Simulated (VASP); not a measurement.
Input of a VASP 6.6.1 run:

POSCAR

```
In2BiSb
1.0
    4.6652936098      0.0000000000      0.0000000000
    0.0000000000      4.6652936098      0.0000000000
    0.0000000000      0.0000000000      6.5749099755
Sb In Bi
1 2 1
Direct
    0.0000000000      0.0000000000      0.0000000000
    0.0000000000      0.5000000000      0.7566036942
    0.5000000000      0.0000000000      0.2433963058
    0.5000000000      0.5000000000      0.5000000000
```

INCAR.step1

```
ALGO = Normal
EDIFF = 1E-4
ENCUT = 520
GGA = PE
ISMEAR = -1
LASPH = True
LCHARG = False
LREAL = False
LWAVE = True
NBANDS = 31
NELM = 80
PREC = Accurate
SIGMA = 0.02
```

INCAR.step2

```
ALGO = Normal
EDIFF = 1E-7
ENCUT = 520
ISIF = 2
ISMEAR = -1
ISTART = 1
LASPH = True
LCHARG = True
LELF = True
LMIXTAU = True
LREAL = False
LVHAR = True
LWAVE = False
METAGGA = R2SCAN
NBANDS = 31
NELM = 80
PREC = Accurate
SIGMA = 0.02
```

File KPOINTS:

```
k-points
0
Gamma
  4 4 4
```

Potentials or basis: VASP PAW PBE potentials, release 64 (Sb, In_d, Bi_d).

The run is started by

```bash
$ cat potpaw_PBE.64/Sb/POTCAR potpaw_PBE.64/In_d/POTCAR potpaw_PBE.64/Bi_d/POTCAR > POTCAR
$ cp INCAR.step1 INCAR
$ mpirun -np 1 vasp_std > vasp.out
$ cp INCAR.step2 INCAR
$ mpirun -np 1 vasp_std > vasp.out
```

**Question.** Predict the band gap on the k mesh.

**Answer.** Zero (filled and empty bands touch).

**Question.** What does it give for the pressure?

**Answer.** 1.4 GPa.

Stress tensor (GPa, compression positive):
```
1.57 0.00 0.00
0.00 1.57 0.00
0.00 0.00 1.07
```

Caveat: the PAW data sets were made with another functional, which shifts forces and pressure a little; spin-orbit coupling is left out, which moves the levels of the heavy elements.
